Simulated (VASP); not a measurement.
# Tl (P6_3/mmc) in VASP: notebook

Tl is run at these levels: PBEsol; tasks: single point.

All numbers are computed with VASP 6.6.1; they aren't measurements. Logs are shortened: lines on timing, memory, paths and dates and some standing lists are left out, and cuts for length are marked.

## (1) The cell of the first run

Symmetry: P6_3/mmc, No. 194, hexagonal system. The conventional cell has a = 3.456 Å, b = 3.456 Å, c = 5.967 Å, α = 90.00°, β = 90.00°, γ = 120.00°. Tl (site symmetry -6m2) has 12 Tl at 3.46 to 3.59 Å within 4.5 Å.

## (2) Single point, PBEsol (strain +0.000 along x and y, +0.080 along z)

Input file INCAR:

```
SYSTEM = Tl
ALGO = Fast ; EDIFF = 1E-6
ENCUT = 520 ; GGA = PS
ISIF = 2 ; ISMEAR = 0
LASPH = .True. ; LCHARG = .False.
LREAL = .False. ; LWAVE = .False.
NBANDS = 20 ; NELM = 80
PREC = Accurate ; SIGMA = 0.15
```

Input file KPOINTS:

```
k-points
0
Gamma
  18 18 10
  0 0 0
```

Input file POSCAR:

```
Tl
1.0
    3.4559983565      0.0000000000      0.0000000000
   -1.7279991783      2.9929823722      0.0000000000
    0.0000000000      0.0000000000      5.9670000000
Tl
2
Direct
    0.3333333333      0.6666666667      0.2500000000
    0.6666666667      0.3333333333      0.7500000000
```

Potentials or basis: VASP PAW PBE potentials, release 64 (Tl_d).

Launch:

```
cat potpaw_PBE.64/Tl_d/POTCAR > POTCAR
mpirun -np 1 vasp_std > vasp.out
```

OUTCAR:

```text
SYSTEM = Tl
   EDIFF = 1E-6
   ENCUT = 520
   GGA = PS
   ISIF = 2
   ISMEAR = 0
   LASPH = .True.
   LREAL = .False.
   NELM = 80
   PREC = Accurate

 ion  position               nearest neighbor table
   1  0.333  0.667  0.250-   2 3.59   2 3.59   2 3.59   2 3.59   2 3.59   2 3.59
   2  0.667  0.333  0.750-   1 3.59   1 3.59   1 3.59   1 3.59   1 3.59   1 3.59

  LATTYP: Found a hexagonal cell.
 ALAT       =     3.4559983565
 C/A-ratio  =     1.7265633211

  Lattice vectors:

 A1 = (   3.4559983565,   0.0000000000,   0.0000000000)
 A2 = (  -1.7279991783,   2.9929823722,   0.0000000000)
 A3 = (   0.0000000000,   0.0000000000,   5.9670000000)

Analysis of symmetry for initial positions (statically):
=====================================================================
 Subroutine PRICEL returns:
 Original cell was already a primitive cell.

 Routine SETGRP: Setting up the symmetry group for a
 hexagonal supercell.

 Subroutine GETGRP returns: Found 24 space group operations
 (whereof 12 operations were pure point group operations)
 out of a pool of 24 trial point group operations.

The static configuration has the point symmetry D_3d.
 The point group associated with its full space group is D_6h.

Analysis of symmetry for dynamics (positions and initial velocities):
=====================================================================
 Subroutine PRICEL returns:
 Original cell was already a primitive cell.

 Routine SETGRP: Setting up the symmetry group for a
 hexagonal supercell.

 Subroutine GETGRP returns: Found 24 space group operations
 (whereof 12 operations were pure point group operations)
 out of a pool of 24 trial point group operations.

The dynamic configuration has the point symmetry D_3d.
 The point group associated with its full space group is D_6h.

 Subroutine INISYM returns: Found 24 space group operations
 (whereof 12 operations are pure point group operations),
 and found     1 'primitive' translations

----------------------------------------------------------------------------------------

                                     Primitive cell

  volume of cell :      61.7211

  direct lattice vectors                    reciprocal lattice vectors
     3.455998356  0.000000000  0.000000000     0.289351989  0.167057449  0.000000000
    -1.727999178  2.992982372  0.000000000     0.000000000  0.334114898  0.000000000
     0.000000000  0.000000000  5.967000000     0.000000000  0.000000000  0.167588403

  length of vectors
     3.455998356  3.455998357  5.967000000     0.334114898  0.334114898  0.167588403
[... 75 lines left out ...]
   ISPIN  =      1    spin polarized calculation?
   LNONCOLLINEAR =      F non collinear calculations
   LSORBIT =      F    spin-orbit coupling
   LASPH  =      T    aspherical Exc in radial PAW
   ENCUT  =  520.0 eV  38.22 Ry    6.18 a.u.   6.43  6.43 11.09*2*pi/ulx,y,z
   NELM   =     80;   NELMIN=  2; NELMDL= -5     # of ELM steps
   EDIFF  = 0.1E-05   stopping-criterion for ELM
   LREAL  =      F    real-space projection
   EDIFFG = 0.1E-04   stopping-criterion for IOM
   NSW    =      0    number of steps for IOM
   IBRION =     -1    ionic relax: 0-MD 1-quasi-New 2-CG
   NFREE  =      0    steps in history (QN), initial steepest desc. (CG)
   ISIF   =      2    stress and relaxation
   ISYM   =      2    0-nonsym 1-usesym 2-fastsym
   POTIM  = 0.5000    time-step for ionic-motion
   TEBEG  =    0.0;   TEEND  =   0.0 temperature during run
   PSTRESS=    0.0 pullay stress
   NELECT =      26.0000    total number of electrons
   NUPDOWN=      -1.0000    fix difference up-down
   EMIN   =  10.00;   EMAX   =-10.00  energy-range for DOS
   EFERMI =   0.00;   METHOD = LEGACY
   ISMEAR =     0;   SIGMA  =   0.15  broadening in eV -4-tet -1-fermi 0-gaus
   EFERMI_NEDOS =   21; number of points for ismear=-14 and -15
   IALGO  =     68    algorithm
   IMIX   =      4    mixing-type and parameters
     AMIX     =   0.40;   BMIX     =  1.00
     AMIX_MAG =   1.60;   BMIX_MAG =  1.00
  volume/ion in A,a.u.               =      30.86       208.26
  Fermi-wavevector in a.u.,A,eV,Ry     =   1.227217  2.319104 20.491212  1.506062
  Thomas-Fermi vector in A             =   2.362189
   LORBIT       =      0    0 simple, 1 ext, 2 COOP (PROOUT), +10 PAW based schemes
   GGA     = PS    functional components
   LHFCALC =     F    Hartree Fock is set to
   AEXX    =    0.0000 exact exchange contribution
   IVDW    =     0    specifies the selected vdW correction
   LEPSILON=     F    determine dielectric tensor
   LRPA    =     F    only Hartree local field effects (RPA)
 non-spin polarized calculation
 RMM-DIIS sequential band-by-band and
 Gauss-broadening in eV      SIGMA  =   0.15
  energy-cutoff  :      520.00
  volume of cell :       61.72
 maximum number of plane-waves:      1688
 NGX is ok and might be reduce to    28
   NGX = 13   NGY = 13   NGZ = 23

 number of electron      26.0000000 magnetization

 Free energy of the ion-electron system (eV)
  ---------------------------------------------------
  ext. energy  EPLUGINS =         0.00000000
  ---------------------------------------------------
  free energy    TOTEN  =        -5.21120451 eV

  energy without entropy =       -5.19919757  energy(sigma->0) =       -5.20520104

 E-fermi :   5.6124     XC(G=0):  -9.9897

 val. band max:        5.6102748956   @ k =   0.2222   0.2222   0.3000
 cond. band min:       5.6166922855   @ k =   0.1667   0.0000   0.3000
 fundamental gap:      0.0064173899
 Fermi energy:         5.6124262819

 k-point     1 :       0.0000    0.0000    0.0000
  band No.  band energies     occupation
      1      -6.0068      2.00000
      2      -5.8945      2.00000
      3      -5.8156      2.00000
      4      -5.8156      2.00000
      5      -5.7836      2.00000
      6      -5.7836      2.00000
[... 541 lines left out ...]
     19      14.2496      0.00000
     20      15.6443      0.00000

 [... further k-points ...]
[... 5 lines left out ...]
  --------------------------------------------------------------------------------------
  -------------------------------------------------------------------------------------
  Total       -0.7000718     -0.7000718     -1.2898256      0.0000000     -0.0000000      0.0000000
  in kB      -18.1726987    -18.1726987    -33.4817273      0.0000000     -0.0000000      0.0000000
  external PRESSURE =     -23.2757082 kB  Pullay stress =       0.0000000 kB

 VOLUME and BASIS-vectors are now :
 -----------------------------------------------------------------------------
  energy-cutoff  :      520.00
  volume of cell :       61.72
      direct lattice vectors                 reciprocal lattice vectors
     3.455998356  0.000000000  0.000000000     0.289351989  0.167057449  0.000000000
    -1.727999178  2.992982372  0.000000000     0.000000000  0.334114898  0.000000000
     0.000000000  0.000000000  5.967000000     0.000000000  0.000000000  0.167588403

 POSITION                                       TOTAL-FORCE (eV/Angst)
 -----------------------------------------------------------------------------------
     -0.00000      1.99532      1.49175        -0.000000      0.000000      0.000000
      1.72800      0.99766      4.47525         0.000000     -0.000000      0.000000
 -----------------------------------------------------------------------------------
    total drift:                               -0.000000      0.000000      0.000000

  FREE ENERGIE OF THE ION-ELECTRON SYSTEM (eV)
  ---------------------------------------------------
  free  energy   TOTEN  =        -5.2112045065 eV

  energy  without entropy=       -5.1991975685  energy(sigma->0) =       -5.20520104
```

OSZICAR:

```text
N       E                     dE             d eps       ncg     rms          rms(c)
DAV:   1     0.129509973334E+03    0.12951E+03   -0.14028E+04  8928   0.121E+03
DAV:   2    -0.271263723066E+01   -0.13222E+03   -0.12958E+03  9696   0.271E+02
DAV:   3    -0.525830953286E+01   -0.25457E+01   -0.25370E+01 10328   0.330E+01
DAV:   4    -0.527457957289E+01   -0.16270E-01   -0.16268E-01  9580   0.282E+00
DAV:   5    -0.527482163029E+01   -0.24206E-03   -0.24206E-03 10088   0.338E-01    0.238E+00
RMM:   6    -0.522057508573E+01    0.54247E-01   -0.90283E-02  8904   0.197E+00    0.168E+00
RMM:   7    -0.521192736362E+01    0.86477E-02   -0.41986E-02  9112   0.145E+00    0.763E-01
RMM:   8    -0.521122749797E+01    0.69987E-03   -0.30262E-03  9475   0.373E-01    0.905E-02
RMM:   9    -0.521120456931E+01    0.22929E-04   -0.21052E-04  9880   0.111E-01    0.279E-02
RMM:  10    -0.521120421558E+01    0.35373E-06   -0.25736E-05  9921   0.436E-02    0.507E-03
RMM:  11    -0.521120450653E+01   -0.29095E-06   -0.52543E-06  7600   0.187E-02
   1 F= -.52112045E+01 E0= -.52052010E+01  d E =-.120069E-01
```

Wall time 4.9 min (1 thread of Oxide Virtual Turin-like, shared host); peak memory 0.31 GiB.

Results:

| Property | Result |
| --- | --- |
| Free energy | -5.2112 eV |
| Pressure | -2.3 GPa |
| Band gap on the k mesh | zero (band 13 reaches 8.16 eV, above the bottom of band 14 at 3.56 eV) |

Stress tensor (GPa, compression positive):
```
-1.82  0.00  0.00
 0.00 -1.82  0.00
 0.00  0.00 -3.35
```

Caveat: the cell differs from its parent crystal (strain +0.000 along x and y, +0.080 along z); the PAW data sets were made with another functional, which shifts forces and pressure a little; spin-orbit coupling is left out, which moves the levels of the heavy elements.

## (3) Single point, PBEsol (strain +0.040 along x and y, +0.000 along z)

Input file INCAR:

```
ALGO = Fast
EDIFF = 1E-6
ENCUT = 520
GGA = PS
ISIF = 2
ISMEAR = 0
LASPH = T
LCHARG = T
LELF = T
LREAL = F
LVHAR = T
LWAVE = F
NBANDS = 20
NELM = 80
PREC = Accurate
SIGMA = 0.15
```

Input file KPOINTS:

```
k-points
0
Gamma
  18 18 10
```

Input file POSCAR:

```
Tl
1.0
    3.5942382908      0.0000000000      0.0000000000
   -1.7971191454      3.1127016671      0.0000000000
    0.0000000000      0.0000000000      5.5250000000
Tl
2
Direct
    0.3333333333      0.6666666667      0.2500000000
    0.6666666667      0.3333333333      0.7500000000
```

Potentials or basis: VASP PAW PBE potentials, release 64 (Tl_d).

Launch:

```
cat potpaw_PBE.64/Tl_d/POTCAR > POTCAR
mpirun -np 1 vasp_std > vasp.out
```

OUTCAR:

```text
EDIFF = 1E-6
   ENCUT = 520
   GGA = PS
   ISIF = 2
   ISMEAR = 0
   LASPH = T
   LREAL = F
   NELM = 80
   PREC = Accurate

 ion  position               nearest neighbor table
   1  0.333  0.667  0.250-   2 3.46   2 3.46   2 3.46   2 3.46   2 3.46   2 3.46
   2  0.667  0.333  0.750-   1 3.46   1 3.46   1 3.46   1 3.46   1 3.46   1 3.46

  LATTYP: Found a hexagonal cell.
 ALAT       =     3.5942382908
 C/A-ratio  =     1.5371824440

  Lattice vectors:

[... 741 lines left out ...]
 [... further k-points ...]

------------------------ aborting loop because EDIFF is reached ----------------------------------------

  FORCE on cell =-STRESS in cart. coord.  units (eV):
  Direction    XX          YY          ZZ          XY          YZ          ZX
  --------------------------------------------------------------------------------------
  -------------------------------------------------------------------------------------
  Total       -0.9246156     -0.9246156     -0.7314544      0.0000000     -0.0000000      0.0000000
  in kB      -23.9659786    -23.9659786    -18.9592504      0.0000000     -0.0000000      0.0000000
  external PRESSURE =     -22.2970692 kB  Pullay stress =       0.0000000 kB

 VOLUME and BASIS-vectors are now :
 -----------------------------------------------------------------------------
  energy-cutoff  :      520.00
  volume of cell :       61.81
      direct lattice vectors                 reciprocal lattice vectors
     3.594238291  0.000000000  0.000000000     0.278223067  0.160632162  0.000000000
    -1.797119145  3.112701667  0.000000000     0.000000000  0.321264325  0.000000000
     0.000000000  0.000000000  5.525000000     0.000000000  0.000000000  0.180995475

 POSITION                                       TOTAL-FORCE (eV/Angst)
 -----------------------------------------------------------------------------------
     -0.00000      2.07513      1.38125        -0.000000      0.000000      0.000000
      1.79712      1.03757      4.14375         0.000000     -0.000000      0.000000
 -----------------------------------------------------------------------------------
    total drift:                                0.000000     -0.000000      0.000000

  FREE ENERGIE OF THE ION-ELECTRON SYSTEM (eV)
  ---------------------------------------------------
  free  energy   TOTEN  =        -5.2322053988 eV

  energy  without entropy=       -5.2211573977  energy(sigma->0) =       -5.22668140
```

OSZICAR:

```text
N       E                     dE             d eps       ncg     rms          rms(c)
DAV:   1     0.129574752468E+03    0.12957E+03   -0.14011E+04  8896   0.121E+03
DAV:   2    -0.273662299245E+01   -0.13231E+03   -0.12978E+03  9728   0.272E+02
DAV:   3    -0.527844250336E+01   -0.25418E+01   -0.25319E+01 10184   0.330E+01
DAV:   4    -0.529492828725E+01   -0.16486E-01   -0.16484E-01  9364   0.284E+00
DAV:   5    -0.529517597463E+01   -0.24769E-03   -0.24769E-03  9892   0.343E-01    0.234E+00
RMM:   6    -0.524159790179E+01    0.53578E-01   -0.89213E-02  8903   0.196E+00    0.164E+00
RMM:   7    -0.523289963325E+01    0.86983E-02   -0.40479E-02  9070   0.143E+00    0.762E-01
RMM:   8    -0.523223008726E+01    0.66955E-03   -0.28271E-03  9238   0.364E-01    0.927E-02
RMM:   9    -0.523220549191E+01    0.24595E-04   -0.24130E-04  9763   0.118E-01    0.290E-02
RMM:  10    -0.523220501291E+01    0.47900E-06   -0.29076E-05  9792   0.457E-02    0.538E-03
RMM:  11    -0.523220539879E+01   -0.38588E-06   -0.60947E-06  7884   0.199E-02
   1 F= -.52322054E+01 E0= -.52266814E+01  d E =-.110480E-01
```

stdout:

```text
POSCAR found type information on POSCAR Tl
 POSCAR found :  1 types and       2 ions
 scaLAPACK will be used
 -----------------------------------------------------------------------------
|                                                                             |
|                                                                             |
|     You enforced a specific xc type in the INCAR file but a different       |
|     I HOPE YOU KNOW WHAT YOU ARE DOING!                                     |
|                                                                             |
 -----------------------------------------------------------------------------

 LDA part: xc-table for (Slater+PW92), standard interpolation
 POSCAR, INCAR and KPOINTS ok, starting setup
 FFT: planning ... GRIDC
 FFT: planning ... GRID_SOFT
 FFT: planning ... GRID
 WAVECAR not read
 entering main loop
```

It took 5.6 min on 1 thread of Oxide Virtual Turin-like, shared host; peak memory 0.31 GiB.

What came out:

```yaml
Free_energy: -5.2322 eV
Pressure: -2.2 GPa
Band_gap_on_the_k_mesh: zero (band 13 reaches 9.23 eV, above the bottom of band 14 at 3.55 eV)
```

Stress tensor (GPa, compression positive):
```
-2.40  0.00  0.00
 0.00 -2.40  0.00
 0.00  0.00 -1.90
```

Caveat: the cell differs from its parent crystal (strain +0.040 along x and y, +0.000 along z); the PAW data sets were made with another functional, which shifts forces and pressure a little; spin-orbit coupling is left out, which moves the levels of the heavy elements.

## (4) Single point, PBEsol (strain +0.080 along x and y, -0.040 along z)

Input file INCAR:

```
  PREC = Accurate
  ENCUT = 520
  EDIFF = 1E-6
  ISMEAR = 0
  SIGMA = 0.15
  LREAL = F
  LASPH = T
  NELM = 100
  ALGO = Fast
  ISIF = 2
  LWAVE = F
  LCHARG = F
  GGA = PS
  NBANDS = 20
```

Input file KPOINTS:

```
regular mesh
0
Gamma
  18 18 10
```

Input file POSCAR:

```
Tl
1.0
    3.7324782250      0.0000000000      0.0000000000
   -1.8662391125      3.2324209619      0.0000000000
    0.0000000000      0.0000000000      5.3040000000
Tl
2
Direct
    0.3333333333      0.6666666667      0.2500000000
    0.6666666667      0.3333333333      0.7500000000
```

Launch:

```
cat potpaw_PBE.64/Tl_d/POTCAR > POTCAR
mpirun -np 1 vasp_std > vasp.out
```

Run time: 5.3 min. Hardware: 1 thread of Oxide Virtual Turin-like, shared host; peak memory 0.3 GiB.

Results (log left out):

```yaml
Free_energy: -5.1800 eV
Pressure: -2.7 GPa
Band_gap_on_the_k_mesh: zero (band 13 reaches 9.75 eV, above the bottom of band 14 at 3.32 eV)
```

Stress tensor (GPa, compression positive):
```
-3.03  0.00  0.00
 0.00 -3.03  0.00
 0.00  0.00 -1.94
```

Levels at points of the mesh, in eV from the Fermi level:
```csv
k point,band 9,band 10,band 11,band 12,band 13,band 14,band 15,band 16,band 17,band 18
"(0.00, 0.00, 0.00)",-11.02,-11.02,-9.38,-4.13,-2.02,5.98,5.98,8.16,8.16,8.86
"(0.50, 0.00, 0.00)",-11.06,-10.95,-6.12,-4.87,-0.27,1.35,1.43,2.76,3.78,6.88
"(0.00, 0.00, 0.50)",-11.10,-11.10,-7.88,-7.88,4.47,4.47,7.09,7.09,7.09,7.09
"(0.50, 0.00, 0.50)",-11.04,-11.04,-5.00,-5.00,-1.97,-1.97,4.58,4.58,6.00,6.00
```

Caveat: the cell differs from its parent crystal (strain +0.080 along x and y, -0.040 along z); the PAW data sets were made with another functional, which shifts forces and pressure a little; spin-orbit coupling is left out, which moves the levels of the heavy elements.

## (5) Single point, PBEsol (strain +0.040 along x and y, +0.040 along z)

Input file INCAR:

```
  PREC = Accurate
  ENCUT = 520
  EDIFF = 1E-7
  ISMEAR = 0
  SIGMA = 0.15
  LREAL = False
  LASPH = True
  NELM = 80
  ALGO = Fast
  ISIF = 2
  LWAVE = False
  LCHARG = False
  GGA = PS
  NBANDS = 20
```

KPOINTS is that of step 4.

Input file POSCAR:

```
Tl
1.0
    3.5942382908      0.0000000000      0.0000000000
   -1.7971191454      3.1127016671      0.0000000000
    0.0000000000      0.0000000000      5.7460000000
Tl
2
Direct
    0.3333333333      0.6666666667      0.2500000000
    0.6666666667      0.3333333333      0.7500000000
```

Launch:

```
cat potpaw_PBE.64/Tl_d/POTCAR > POTCAR
mpirun -np 1 vasp_std > vasp.out
```

Run time: 7.5 min. Hardware: 1 thread of Oxide Virtual Turin-like, shared host; peak memory 0.32 GiB.

It converged, with:

```yaml
Free_energy: -5.1907 eV
Pressure: -3.2 GPa
Band_gap_on_the_k_mesh: zero (band 13 reaches 8.28 eV, above the bottom of band 14 at 3.30 eV)
```

Stress tensor (GPa, compression positive):
```
-2.96  0.00  0.00
 0.00 -2.96  0.00
 0.00  0.00 -3.58
```

Levels at points of the mesh, in eV from the Fermi level:
```
           k point  band 10  band 11  band 12  band 13  band 14  band 15  band 16  band 17
(0.00, 0.00, 0.00)   -11.04    -9.32    -5.17    -2.42     7.21     7.21     9.05     9.05
(0.50, 0.00, 0.00)   -11.00    -5.70    -4.60    -0.82     0.50     1.31     3.52     3.64
(0.00, 0.00, 0.50)   -11.12    -8.05    -8.05     2.95     2.95     8.09     8.09     8.09
(0.50, 0.00, 0.50)   -11.01    -4.81    -4.81    -1.93    -1.93     5.11     5.11     5.54
```

Caveat: the cell differs from its parent crystal (strain +0.040 along x and y, +0.040 along z); the PAW data sets were made with another functional, which shifts forces and pressure a little; spin-orbit coupling is left out, which moves the levels of the heavy elements.

## (6) The runs side by side

```tsv
cell	further INCAR settings	gap on the mesh (eV)	pressure (GPa)
a = 3.456, b = 3.456, c = 5.967 Å, angles 90.0, 90.0, 120.0°, 2 atoms	ALGO = Fast; EDIFF = 1e-06; NBANDS = 20	none	-2.3
a = 3.594, b = 3.594, c = 5.525 Å, angles 90.0, 90.0, 120.0°, 2 atoms	ALGO = Fast; EDIFF = 1e-06; NBANDS = 20	none	-2.2
a = 3.732, b = 3.732, c = 5.304 Å, angles 90.0, 90.0, 120.0°, 2 atoms	ALGO = Fast; EDIFF = 1e-06; NBANDS = 20	none	-2.7
a = 3.594, b = 3.594, c = 5.746 Å, angles 90.0, 90.0, 120.0°, 2 atoms	ALGO = Fast; EDIFF = 1e-07; NBANDS = 20	none	-3.2
```

Alike in all rows: task single point; level PBEsol; potentials or basis VASP PAW PBE potentials, release 64 (Tl_d); no spin polarisation; k mesh 18 × 18 × 10; cutoff (eV) 520; smearing gaussian 0.15 eV.

Caveats: the PAW data sets were made with another functional, which shifts forces and pressure a little; spin-orbit coupling is left out, which moves the levels of the heavy elements.

Total energies depend on the potentials used, so only differences within one code and one set of settings carry meaning.
